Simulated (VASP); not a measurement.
A run of VASP 6.6.1 is set up as follows.

The input INCAR:

```
PREC = Accurate ; ENCUT = 600
EDIFF = 1E-6 ; ISMEAR = -1
SIGMA = 0.15 ; LREAL = F
LASPH = T ; NELM = 100
ALGO = Fast ; ISIF = 3
LWAVE = F ; LCHARG = F
GGA = PE ; IBRION = 2
NSW = 80 ; EDIFFG = -0.001
```

KPOINTS

```
Automatic mesh
0
Gamma
  15 15 8
```

The input POSCAR:

```
Hf
1.0
    3.2048170805      0.0000000000      0.0000000000
   -1.6024085402      2.7754530062      0.0000000000
    0.0000000000      0.0000000000      5.0676930647
Hf
2
Direct
    0.3333333333      0.6666666667      0.2500000000
    0.6666666667      0.3333333333      0.7500000000
```

Potentials or basis: VASP PAW PBE potentials, release 64 (Hf_pv).

The run is started by

```console
$ cat potpaw_PBE.64/Hf_pv/POTCAR > POTCAR
$ mpirun -np 1 vasp_std > vasp.out
```

Predict the relaxed volume.

22.48 Å³/atom.

Predict the band gap on the k mesh.

zero (bands 10 and 11 overlap by 1.62 eV).

What does it give for the relaxed cell?

a = 3.199 Å, b = 3.199 Å, c = 5.073 Å, α = 90.00°, β = 90.00°, γ = 120.00°.

What does it give for the space group after relaxing (to 0.1 Å)?

P6_3/mmc (No. 194).

Step by step:
```tsv
step	energy change (eV)	largest force (eV/Å)	pressure (GPa)	volume (Å³)
1	0.0000	0.0000	-0.25	45.08
2	-0.0001	0.0000	0.32	44.85
3	-0.0001	0.0000	0.13	44.95
4	-0.0001	0.0000	0.01	44.97
5	-0.0001	0.0000	0.01	44.96
6	-0.0001	0.0000	0.03	44.95
7	-0.0001	0.0000	0.01	44.95
8	-0.0002	0.0000	0.01	44.96
9	-0.0002	0.0000	0.00	44.97
```

Caveat: spin-orbit coupling is left out, which moves the levels of the heavy elements.
